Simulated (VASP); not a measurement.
B2F: single point with PBE

The system is B2F.

```
CELL_PARAMETERS angstrom
2.18363 0.00000 0.00000
-1.09181 1.89108 0.00000
0.00000 0.00000 5.14956
ATOMIC_POSITIONS crystal
B 0.00000 0.00000 0.69221
B 0.00000 0.00000 0.30779
F 0.00000 0.00000 0.00000
```

```
Program             : VASP 6.6.1
Task                : single point
Functional          : PBE
Potentials or basis : VASP PAW PBE potentials, release 64 (B, F)
Cutoff              : 520 eV
k mesh              : 12 × 12 × 4
Occupations         : gaussian, width 0.1 eV
Spin                : collinear spin, ferromagnetic start
Starting moments    : [0.0, 0.0, 1.0] μB
```

```yaml
Pressure: -0.3 GPa
Largest_force: 0.044 eV/Å
Net_moment: 0.00 μB per cell
Valence_electrons_inside_the_program's_atomic_spheres: B 1.59; F 6.18
```

Forces on the atoms (eV/Å):
```
B    0.000  0.000 -0.044
B    0.000  0.000  0.044
F    0.000  0.000  0.000
```

Stress tensor (GPa, compression positive):
```
-0.55  0.00  0.00
 0.00 -0.55  0.00
 0.00  0.00  0.34
```

Levels at points of the mesh, in eV from the Fermi level:
Spin up:
```
           k point  band 3  band 4  band 5  band 6  band 7  band 8  band 9  band 10  band 11  band 12
(0.00, 0.00, 0.00)  -13.08   -3.97   -3.80   -3.80   -1.15   10.68   11.95    11.95    12.92    12.92
(0.50, 0.00, 0.00)  -10.58   -5.05   -4.73   -4.07   -3.73    4.11    4.72     7.72     8.91    13.01
(0.00, 0.00, 0.50)  -10.54   -7.98   -3.80   -3.80    3.69    7.31   11.56    11.56    13.41    13.41
(0.50, 0.00, 0.50)  -10.61   -6.20   -5.05   -3.74   -1.85    1.62    7.21     8.76     9.58    10.43
```
Spin down:
```csv
k point,band 4,band 5,band 6,band 7,band 8,band 9,band 10,band 11
"(0.00, 0.00, 0.00)",-3.97,-3.80,-3.80,-1.15,10.68,11.95,11.95,12.92
"(0.50, 0.00, 0.00)",-5.05,-4.73,-4.07,-3.73,4.11,4.72,7.72,8.91
"(0.00, 0.00, 0.50)",-7.98,-3.80,-3.80,3.69,7.31,11.56,11.56,13.41
"(0.50, 0.00, 0.50)",-6.20,-5.05,-3.74,-1.85,1.62,7.21,8.76,9.58
```

Run time: 29 s on 1 thread of Intel(R) Xeon(R) Platinum 8259CL CPU @ 2.50GHz (Skylake/Cascade Lake), with other jobs on the host, peak memory 0.15 GiB.
